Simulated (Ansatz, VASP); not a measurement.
**Two plane-wave programs on Si2W**

```
CELL_PARAMETERS angstrom
4.57636 0.00000 0.00000
-2.28818 3.96325 0.00000
0.00000 0.00000 6.60421
ATOMIC_POSITIONS crystal
Si 0.83620 0.67239 0.50000
Si 0.16380 0.83620 0.83333
Si 0.67239 0.83620 0.16667
Si 0.16380 0.32761 0.50000
Si 0.83620 0.16380 0.83333
Si 0.32761 0.16380 0.16667
W 0.00000 0.50000 0.16667
W 0.50000 0.50000 0.83333
W 0.50000 0.00000 0.50000
```

Alike in both runs: functional PBEsol; k mesh 9 × 9 × 6; occupations gaussian, width 0.01 eV; no spin polarisation.

Ansatz relaxed the structure, and its values are those at the end. VASP's run is a single point on that final structure, the one shown.

```csv
,VASP,Ansatz
version,VASP 6.6.1,Ansatz 0.2.0
potentials or method,"VASP PAW PBE potentials, release 64 (Si, W_sv), cutoff 520 eV","scalar-relativistic, plane waves, PAW"
valence electrons in the cell,66,66
```

|  | VASP | Ansatz | Ansatz less VASP |
| --- | --- | --- | --- |
| gap on the k mesh at the Fermi level (eV) | 0.14 | 0.14 | -0.001 |
| least direct gap on the mesh (eV) | 0.70 | 0.70 | -0.001 |
| pressure (GPa) | 0.3 | 0.0 | -0.27 |

VASP's potentials were made for PBE, not for PBEsol, and Ansatz warns of the same on its side.

Spin-orbit coupling is off throughout.
